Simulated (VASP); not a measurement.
## CuO: vibrations by perturbation theory with PBEsol

Crystal: CuO.

```xyz
4
Lattice="2.8795 0.0000 0.0000 0.0391 2.8793 0.0000 0.0175 0.0172 5.1763" Properties=species:S:1:pos:R:3 pbc="T T T"
Cu    0.0195    1.4396    0.0000
Cu    1.4485    0.0086    2.5882
O     2.8881    0.0177    3.8817
O     0.0479    2.8788    1.2947
```

- Program: VASP 6.6.1
- Task: vibrations by perturbation theory
- Functional: PBEsol
- Potentials or basis: VASP PAW PBE potentials, release 64 (Cu, O)
- Cutoff: 520 eV
- k mesh: 9 × 9 × 5
- Occupations: fermi-dirac, width 0.05 eV
- Spin: no spin polarisation
- Dipole correction: no
- Further INCAR settings: ALGO = Fast; EDIFF = 1e-08; IBRION = 8; NSW = 1

```
Highest phonon frequency at Γ, LO-TO splitting left out : 533 cm⁻¹
```

Phonon frequencies in cm⁻¹ (negative: imaginary):
| q point | frequencies |
| --- | --- |
| (0.000, 0.000, 0.000) | 0 0 0 172 173 293 304 306 472 475 509 533 |

Wall time 81 min on 1 thread of Oxide Virtual Turin-like Processor, with other jobs on the host, peak memory 0.43 GiB.

Caveat: the cell stands under pressure or tension, which shifts response properties.
